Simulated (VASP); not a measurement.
# SrCoN2 (P4/mmm) in VASP: single point with PBE

Aim: the single point of SrCoN2 with PBE.

Everything below comes from runs of VASP 6.6.1. Logs are shortened: lines on timing, memory, paths and dates and some standing lists are left out, and cuts for length are marked.

### Step 1. The cell of the first run

It takes space group P4/mmm (No. 123, tetragonal). Conventional cell: a = 3.705 Å, b = 3.705 Å, c = 3.921 Å, α = 90.00°, β = 90.00°, γ = 90.00°. Sr (site symmetry 4/mmm) has 8 N at 2.70 Å and 8 Co at 3.27 Å within 3.6 Å. Co (site symmetry 4/mmm) has 4 N at 1.85 Å within 2.5 Å. N (site symmetry mmm) has 2 Co at 1.85 Å within 2.5 Å.

### Step 2. Single point, PBE, collinear spin, ferromagnetic start

INCAR

```
SYSTEM = SrCoN2
ALGO     = Normal         ! electronic algorithm
EDIFF    = 1E-7           ! SCF threshold, eV
ENCUT    = 520            ! plane-wave cutoff, eV
GGA      = PE             ! functional
ISIF     = 2              ! what is computed and relaxed
ISMEAR   = 0              ! smearing method
ISPIN    = 2              ! spin polarisation
LASPH    = .True.         ! aspherical terms in the spheres
LCHARG   = .False.        ! write CHGCAR
LMAXMIX  = 4              ! l up to which the mixer works
LORBIT   = 11             ! projections on sites
LREAL    = .False.        ! projectors in reciprocal space
LWAVE    = .False.        ! write WAVECAR
MAGMOM   = 0 0.88 0.28 0.28 ! initial moments
NBANDS   = 26             ! bands
NELM     = 150            ! most SCF steps
PREC     = Accurate       ! precision mode
SIGMA    = 0.1            ! smearing width, eV
```

KPOINTS

```
k-points
0
Gamma
  12 12 12
  0 0 0
```

POSCAR

```
SrCoN2
1.0
    3.7054095112      0.0000000000      0.0000000000
    0.0000000000      3.7054095112      0.0000000000
    0.0000000000      0.0000000000      3.9211595543
Sr Co N
1 1 2
Direct
    0.5000000000      0.5000000000      0.5000000000
    0.0000000000      0.0000000000      0.0000000000
    0.5000000000      0.0000000000      0.0000000000
    0.0000000000      0.5000000000      0.0000000000
```

Potentials or basis: VASP PAW PBE potentials, release 64 (Sr_sv, Co, N).

On the command line:

```sh
> cat potpaw_PBE.64/Sr_sv/POTCAR potpaw_PBE.64/Co/POTCAR potpaw_PBE.64/N/POTCAR > POTCAR
> mpirun -np 1 vasp_std > vasp.out
```

OUTCAR:

```text
SYSTEM = SrCoN2
   EDIFF = 1E-7
   ENCUT = 520
   GGA = PE
   ISIF = 2
   ISMEAR = 0
   ISPIN = 2
   LASPH = .True.
   LORBIT = 11
   LREAL = .False.
   NELM = 150
   PREC = Accurate

 ion  position               nearest neighbor table
   1  0.500  0.500  0.500-   3 2.70   4 2.70   3 2.70   4 2.70   3 2.70   3 2.70   4 2.70   4 2.70
                             2 3.27   2 3.27   2 3.27   2 3.27   2 3.27   2 3.27   2 3.27   2 3.27
   2  0.000  0.000  0.000-   3 1.85   4 1.85   4 1.85   3 1.85   1 3.27   1 3.27   1 3.27   1 3.27
                             1 3.27   1 3.27   1 3.27   1 3.27
   3  0.500  0.000  0.000-   2 1.85   2 1.85   1 2.70   1 2.70   1 2.70   1 2.70
   4  0.000  0.500  0.000-   2 1.85   2 1.85   1 2.70   1 2.70   1 2.70   1 2.70

  LATTYP: Found a simple tetragonal cell.
 ALAT       =     3.7054095112
 C/A-ratio  =     1.0582256947

  Lattice vectors:

 A1 = (   3.7054095112,   0.0000000000,   0.0000000000)
 A2 = (   0.0000000000,   3.7054095112,   0.0000000000)
 A3 = (   0.0000000000,   0.0000000000,   3.9211595543)

Analysis of symmetry for initial positions (statically):
=====================================================================
 Subroutine PRICEL returns:
 Original cell was already a primitive cell.

 Routine SETGRP: Setting up the symmetry group for a
 simple tetragonal supercell.

 Subroutine GETGRP returns: Found 16 space group operations
 (whereof 16 operations were pure point group operations)
 out of a pool of 16 trial point group operations.

The static configuration has the point symmetry D_4h.

Analysis of symmetry for dynamics (positions and initial velocities):
=====================================================================
 Subroutine PRICEL returns:
 Original cell was already a primitive cell.

 Routine SETGRP: Setting up the symmetry group for a
 simple tetragonal supercell.

 Subroutine GETGRP returns: Found 16 space group operations
 (whereof 16 operations were pure point group operations)
 out of a pool of 16 trial point group operations.

The dynamic configuration has the point symmetry D_4h.

Analysis of structural, dynamic, and magnetic symmetry:
=====================================================================
 Subroutine PRICEL returns:
 Original cell was already a primitive cell.

 Routine SETGRP: Setting up the symmetry group for a
 simple tetragonal supercell.

 Subroutine GETGRP returns: Found 16 space group operations
 (whereof 16 operations were pure point group operations)
 out of a pool of 16 trial point group operations.

The overall configuration has the point symmetry D_4h.

 Subroutine INISYM returns: Found 16 space group operations
 (whereof 16 operations are pure point group operations),
 and found     1 'primitive' translations

----------------------------------------------------------------------------------------

                                     Primitive cell

  volume of cell :      53.8378

  direct lattice vectors                    reciprocal lattice vectors
     3.705409511  0.000000000  0.000000000     0.269875704  0.000000000  0.000000000
     0.000000000  3.705409511  0.000000000     0.000000000  0.269875704  0.000000000
     0.000000000  0.000000000  3.921159554     0.000000000  0.000000000  0.255026603

  length of vectors
     3.705409511  3.705409511  3.921159554     0.269875704  0.269875704  0.255026603

  position of ions in fractional coordinates (direct lattice)
     0.500000000  0.500000000  0.500000000
     0.000000000  0.000000000  0.000000000
     0.500000000  0.000000000  0.000000000
     0.000000000  0.500000000  0.000000000

  ion indices of the primitive-cell ions
   primitive index   ion index
                 1           1
                 2           2
                 3           3
                 4           4

----------------------------------------------------------------------------------------

 KPOINTS: k-points

Automatic generation of k-mesh.
 Grid dimensions read from file:
 generate k-points for:   12   12   12

 Generating k-lattice:

  Cartesian coordinates                     Fractional coordinates (reciprocal lattice)
     0.022489642  0.000000000  0.000000000     0.083333333  0.000000000  0.000000000
     0.000000000  0.022489642  0.000000000     0.000000000  0.083333333  0.000000000
     0.000000000  0.000000000  0.021252217     0.000000000  0.000000000  0.083333333

  Length of vectors
     0.022489642  0.022489642  0.021252217

  Shift w.r.t. Gamma in fractional coordinates (k-lattice)
     0.000000000  0.000000000  0.000000000

 Subroutine IBZKPT returns following result:
 ===========================================

 Found    196 irreducible k-points:

 Following reciprocal coordinates:
            Coordinates               Weight
  0.000000  0.000000  0.000000      1.000000
  0.083333  0.000000  0.000000      4.000000
  0.166667  0.000000  0.000000      4.000000
  0.250000  0.000000  0.000000      4.000000
  0.333333  0.000000  0.000000      4.000000
  0.416667  0.000000  0.000000      4.000000
[... 16 lines left out ...]
  0.333333  0.333333  0.000000      4.000000
  0.416667  0.333333  0.000000      8.000000
 [... further k-points ...]
   k-points           NKPTS =    196   k-points in BZ     NKDIM =    196   number of bands    NBANDS=     26
   number of dos      NEDOS =    301   number of ions     NIONS =      4
   total plane-waves  NPLWV =  23520
   dimension x,y,z NGX =    28 NGY =   28 NGZ =   30
   dimension x,y,z NGXF=    56 NGYF=   56 NGZF=   60
   ions per type =               1   1   2
   NGX,Y,Z   is equivalent  to a cutoff of  12.56, 12.56, 12.72 a.u.
   NGXF,Y,Z  is equivalent  to a cutoff of  25.12, 25.12, 25.44 a.u.
 SYSTEM =  SrCoN2
   PREC   = accura    normal or accurate (medium, high low for compatibility)
   ISTART =      0    job   : 0-new  1-cont  2-samecut
   ICHARG =      2    charge: 1-file 2-atom 10-const
   ISPIN  =      2    spin polarized calculation?
   LNONCOLLINEAR =      F non collinear calculations
   LSORBIT =      F    spin-orbit coupling
   LASPH  =      T    aspherical Exc in radial PAW
   ENCUT  =  520.0 eV  38.22 Ry    6.18 a.u.   6.89  6.89  7.29*2*pi/ulx,y,z
   NELM   =    150;   NELMIN=  2; NELMDL= -5     # of ELM steps
   EDIFF  = 0.1E-06   stopping-criterion for ELM
   LREAL  =      F    real-space projection
   EDIFFG = 0.1E-05   stopping-criterion for IOM
   NSW    =      0    number of steps for IOM
   IBRION =     -1    ionic relax: 0-MD 1-quasi-New 2-CG
   NFREE  =      0    steps in history (QN), initial steepest desc. (CG)
   ISIF   =      2    stress and relaxation
   ISYM   =      2    0-nonsym 1-usesym 2-fastsym
   POTIM  = 0.5000    time-step for ionic-motion
   TEBEG  =    0.0;   TEEND  =   0.0 temperature during run
   PSTRESS=    0.0 pullay stress
   NELECT =      29.0000    total number of electrons
   NUPDOWN=      -1.0000    fix difference up-down
   EMIN   =  10.00;   EMAX   =-10.00  energy-range for DOS
   EFERMI =   0.00;   METHOD = LEGACY
   ISMEAR =     0;   SIGMA  =   0.10  broadening in eV -4-tet -1-fermi 0-gaus
   EFERMI_NEDOS =   21; number of points for ismear=-14 and -15
   IALGO  =     38    algorithm
   IMIX   =      4    mixing-type and parameters
     AMIX     =   0.40;   BMIX     =  1.00
     AMIX_MAG =   1.60;   BMIX_MAG =  1.00
  volume/ion in A,a.u.               =      13.46        90.83
  Fermi-wavevector in a.u.,A,eV,Ry     =   1.332023  2.517159 24.140631  1.774286
  Thomas-Fermi vector in A             =   2.460990
   LORBIT       =     11    0 simple, 1 ext, 2 COOP (PROOUT), +10 PAW based schemes
   GGA     = PE    functional components
   LHFCALC =     F    Hartree Fock is set to
   AEXX    =    0.0000 exact exchange contribution
   IVDW    =     0    specifies the selected vdW correction
   LEPSILON=     F    determine dielectric tensor
   LRPA    =     F    only Hartree local field effects (RPA)
 spin polarized calculation
 Gauss-broadening in eV      SIGMA  =   0.10
  energy-cutoff  :      520.00
  volume of cell :       53.84
 maximum number of plane-waves:      1476
 NGX is ok and might be reduce to    28
   NGX = 13   NGY = 13   NGZ = 15

 number of electron      28.9999992 magnetization       0.0010460

 number of electron      28.9999992 magnetization      -0.0002188

 Free energy of the ion-electron system (eV)
  ---------------------------------------------------
  ext. energy  EPLUGINS =         0.00000000
  ---------------------------------------------------
  free energy    TOTEN  =       -25.67623176 eV

  energy without entropy =      -25.65372672  energy(sigma->0) =      -25.66497924

 E-fermi :   4.9151     XC(G=0): -10.9756

 val. band max:        4.9074253988   @ k =   0.4167   0.3333   0.1667
 cond. band min:       4.9175992599   @ k =   0.5000   0.3333   0.1667
 fundamental gap:      0.0101738611
 Fermi energy:         4.9150856274

 spin component 1

 k-point     1 :       0.0000    0.0000    0.0000
  band No.  band energies     occupation
      1     -28.9796      1.00000
      2     -10.9806      1.00000
      3     -10.9806      1.00000
      4     -10.9755      1.00000
      5     -10.4012      1.00000
      6      -8.2483      1.00000
[... 18 lines left out ...]
     25      16.7904      0.00000
     26      17.6218      0.00000

 k-point     2 :       0.0833    0.0000    0.0000
  band No.  band energies     occupation
      1     -28.9771      1.00000
      2     -11.1065      1.00000
      3     -10.9775      1.00000
      4     -10.9695      1.00000
      5     -10.2714      1.00000
      6      -8.2315      1.00000
[... 18 lines left out ...]
     25      16.7617      0.00000
[... 608 lines left out ...]
     25      16.6659      0.00000
     26      16.9771      0.00000

 k-point    24 :       0.4167    0.3333    0.0000
  band No.  band energies     occupation
      1     -28.9178      1.00000
      2     -11.7721      1.00000
      3     -11.6013      1.00000
      4     -10.8191      1.00000
      5      -8.2962      1.00000
      6      -7.9708      1.00000
[... 18 lines left out ...]
     25      15.9600      0.00000
     26      17.6200      0.00000

 [... further k-points ...]

 spin component 2

 k-point     1 :       0.0000    0.0000    0.0000
  band No.  band energies     occupation
      1     -28.9796      1.00000
      2     -10.9806      1.00000
      3     -10.9806      1.00000
      4     -10.9755      1.00000
      5     -10.4012      1.00000
      6      -8.2483      1.00000
[... 18 lines left out ...]
     25      16.7904      0.00000
     26      17.6218      0.00000

 k-point     2 :       0.0833    0.0000    0.0000
  band No.  band energies     occupation
      1     -28.9771      1.00000
      2     -11.1065      1.00000
      3     -10.9775      1.00000
      4     -10.9695      1.00000
      5     -10.2713      1.00000
      6      -8.2314      1.00000
[... 18 lines left out ...]
     25      16.7617      0.00000
[... 608 lines left out ...]
     25      16.6660      0.00000
     26      16.9771      0.00000

 k-point    24 :       0.4167    0.3333    0.0000
  band No.  band energies     occupation
      1     -28.9178      1.00000
      2     -11.7721      1.00000
      3     -11.6013      1.00000
      4     -10.8191      1.00000
      5      -8.2962      1.00000
      6      -7.9708      1.00000
[... 18 lines left out ...]
     25      15.9601      0.00000
     26      17.6200      0.00000

 [... further k-points ...]

------------------------ aborting loop because EDIFF is reached ----------------------------------------

  FORCE on cell =-STRESS in cart. coord.  units (eV):
  Direction    XX          YY          ZZ          XY          YZ          ZX
  --------------------------------------------------------------------------------------
  -------------------------------------------------------------------------------------
  Total       -0.5108382     -0.5108382      0.3568165      0.0000000     -0.0000000      0.0000000
  in kB      -15.2022190    -15.2022190     10.6186335      0.0000000     -0.0000000      0.0000000
  external PRESSURE =      -6.5952682 kB  Pullay stress =       0.0000000 kB

 VOLUME and BASIS-vectors are now :
 -----------------------------------------------------------------------------
  energy-cutoff  :      520.00
  volume of cell :       53.84
      direct lattice vectors                 reciprocal lattice vectors
     3.705409511  0.000000000  0.000000000     0.269875704  0.000000000  0.000000000
     0.000000000  3.705409511  0.000000000     0.000000000  0.269875704  0.000000000
     0.000000000  0.000000000  3.921159554     0.000000000  0.000000000  0.255026603

 POSITION                                       TOTAL-FORCE (eV/Angst)
 -----------------------------------------------------------------------------------
      1.85270      1.85270      1.96058         0.000000      0.000000      0.000000
      0.00000      0.00000      0.00000         0.000000      0.000000      0.000000
      1.85270      0.00000      0.00000         0.000000      0.000000      0.000000
      0.00000      1.85270      0.00000         0.000000      0.000000      0.000000
 -----------------------------------------------------------------------------------
    total drift:                                0.000000      0.000000     -0.000000

  FREE ENERGIE OF THE ION-ELECTRON SYSTEM (eV)
  ---------------------------------------------------
  free  energy   TOTEN  =       -25.6762317567 eV

  energy  without entropy=      -25.6537267205  energy(sigma->0) =      -25.66497924

 total charge

# of ion       s       p       d       tot
------------------------------------------
    1        2.011   5.807   0.271   8.089
    2        0.500   0.716   7.314   8.530
    3        1.284   2.324   0.000   3.607
    4        1.284   2.324   0.000   3.607
--------------------------------------------------
tot          5.078  11.170   7.586  23.833

 magnetization (x)

# of ion       s       p       d       tot
------------------------------------------
    1       -0.000  -0.000  -0.000  -0.000
    2       -0.000  -0.000  -0.000  -0.000
    3       -0.000  -0.000   0.000  -0.000
    4       -0.000  -0.000   0.000  -0.000
--------------------------------------------------
tot         -0.000  -0.000  -0.000  -0.000
```

Wall time 6.7 min (1 thread of AMD EPYC 9R45 (Zen 5), shared host); peak memory 0.49 GiB.

What came out:

```
Free energy                                           : -25.6762 eV
Pressure                                              : -0.7 GPa
Net moment                                            : 0.00 μB per cell
Valence electrons inside the program's atomic spheres : Sr 8.09; Co 8.53; N 3.61
```
